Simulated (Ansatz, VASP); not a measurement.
**One calculation of In3GaP4, two programs**

```
In Ga P
1.0
     3.86653    0.00000    0.00000
     0.00000    3.86653    0.00000
     0.00000    0.00000   10.88544
In Ga P
3 1 4
Direct
  0.00000 0.00000 0.75318
  0.00000 0.00000 0.24682
  0.50000 0.50000 0.50000
  0.50000 0.50000 0.00000
  0.00000 0.00000 0.00000
  0.50000 0.50000 0.23458
  0.00000 0.00000 0.50000
  0.50000 0.50000 0.76542
```

Alike in both runs: functional PBE; k mesh 10 × 10 × 4; occupations gaussian, width 0.1 eV; no spin polarisation.

Ansatz relaxed the structure, and its values are those at the end. VASP's run is a single point on that final structure, the one shown.

```csv
,VASP,Ansatz
version,VASP 6.6.1,Ansatz 0.2.0
potentials or method,"VASP PAW PBE potentials, release 64 (In_d, Ga_d, P), cutoff 520 eV","scalar-relativistic, plane waves, PAW"
valence electrons in the cell,72,72
```

```tsv
	VASP	Ansatz	Ansatz less VASP
gap on the k mesh at the Fermi level (eV)	none	none	-
pressure (GPa)	0.0	0.0	+0.05
```

A gap of «none» marks a metal or a gap that the smearing closes.
